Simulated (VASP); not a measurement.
A run of VASP 6.6.1:

The input POSCAR:

```
Al
1.0
    2.7560720000      0.0000000000      0.0000000000
   -0.9186906379      2.5984496110      0.0000000000
   -0.9186906379     -1.2992247445      2.2503234088
Al
1
Direct
    0.0000000000      0.0000000000      0.0000000000
```

Contents of INCAR.step1:

```
SYSTEM = Al
PREC = Accurate
ENCUT = 520
ISMEAR = -1
SIGMA = 0.5
LREAL = .FALSE.
LASPH = .TRUE.
NELM = 100
NBANDS = 8
GGA = PE
ALGO = Normal
EDIFF = 1E-4
LWAVE = .TRUE.
LCHARG = .FALSE.
```

The input INCAR.step2:

```
SYSTEM = Al
PREC = Accurate
ENCUT = 520
EDIFF = 1E-7
ISMEAR = -1
SIGMA = 0.5
LREAL = .FALSE.
LASPH = .TRUE.
NELM = 100
ALGO = Normal
ISIF = 2
LWAVE = .FALSE.
LCHARG = .TRUE.
METAGGA = R2SCAN
LMIXTAU = .TRUE.
LELF = .TRUE.
LVHAR = .TRUE.
NBANDS = 8
ISTART = 1
```

The input KPOINTS:

```
regular mesh
0
G
  15 15 15
  0 0 0
```

Potentials or basis: VASP PAW PBE potentials, release 64 (Al).

Run with:

```sh
$ cat potpaw_PBE.64/Al/POTCAR > POTCAR
$ cp INCAR.step1 INCAR
$ mpirun -np 1 vasp_std > vasp.out
$ cp INCAR.step2 INCAR
$ mpirun -np 1 vasp_std > vasp.out
```

Hardware: 1 thread of AMD EPYC 7R13 Processor (Zen 3) (shared host).

**Question.** How long does it take, and how much memory?

**Answer.** It took 39 s on 1 thread of AMD EPYC 7R13 Processor (Zen 3), with other jobs on the host, peak memory 0.1 GiB. Counts: k points 120.
